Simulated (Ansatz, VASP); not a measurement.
# Si4Cl: VASP beside Ansatz

```xyz
5
Lattice="3.8333 0.0000 0.0000 -1.9167 3.3198 0.0000 0.0000 0.0000 21.0084" Properties=species:S:1:pos:R:3 pbc="T T T"
Si    0.0000    2.2132    4.0000
Si    0.0000    0.0000    4.7825
Si    0.0000    0.0000    7.2526
Si    1.9167    1.1066    7.9084
Cl    1.9167    1.1066   11.0084
```

Alike in both runs: task single point; functional PBE; dispersion D3(BJ); k mesh 9 × 9 × 1; occupations gaussian, width 0.05 eV; collinear spin.

|  | VASP | Ansatz |
| --- | --- | --- |
| version | VASP 6.6.1 | Ansatz 0.2.0 |
| potentials or method | VASP PAW PBE potentials, release 64 (Si, Cl), cutoff 400 eV | scalar-relativistic, plane waves, PAW |
| valence electrons in the cell | 23 | 23 |

```tsv
	VASP	Ansatz	Ansatz less VASP
gap on the k mesh at the Fermi level (eV)	none	none	-
rms of the force components (eV/Å)	0.604	0.602	-0.0016
net moment per atom (μB)	0.20	0.20	0.000
size of the moment on the site where the two differ most (μB)	0.33	0.41	+0.075
work function, face that differs most (eV)	7.82	7.83	+0.008
```

Site moments also hang on the region over which each program counts them. Atom by atom the forces differ by 0.003 eV/Å (rms over components). A gap of «none» marks a metal or a gap that the smearing closes.
